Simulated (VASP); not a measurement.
A run of VASP 6.6.1 is set up as follows.

File INCAR:

```
SYSTEM = Co
PREC = Accurate
ENCUT = 690
EDIFF = 1E-6
ISMEAR = -1
SIGMA = 0.05
LREAL = .FALSE.
LASPH = .TRUE.
NELM = 200
ALGO = Normal
ISIF = 2
LWAVE = .FALSE.
LCHARG = .FALSE.
ISPIN = 2
MAGMOM = 1 1
LORBIT = 11
NUPDOWN = 2.0
LMAXMIX = 4
GGA = PE
NBANDS = 28
GGA_COMPAT = .FALSE.
```

Contents of KPOINTS:

```
Automatic mesh
0
G
  10 10 6
  0 0 0
```

POSCAR

```
Co
1.0
    2.4873648738      0.0000000000      0.0000000000
   -1.2436824369      2.1541211692      0.0000000000
    0.0000000000      0.0000000000      4.0632895034
Co
2
Direct
    0.3333333333      0.6666666667      0.7401390000
    0.6666666667      0.3333333333      0.2598610000
```

Potentials or basis: VASP PAW PBE potentials, release 64 (Co_sv).

Run with:

```console
$ cat potpaw_PBE.64/Co_sv/POTCAR > POTCAR
$ mpirun -np 1 vasp_std > vasp.out
```

(1) What does it give for the pressure?

(2) What does it give for the largest force?

Answers

(1) -8.6 GPa.

(2) 0.620 eV/Å.

Caveat: the cell stands under tension; the total moment is fixed, so each spin has its own Fermi level and the state may be an excited one.
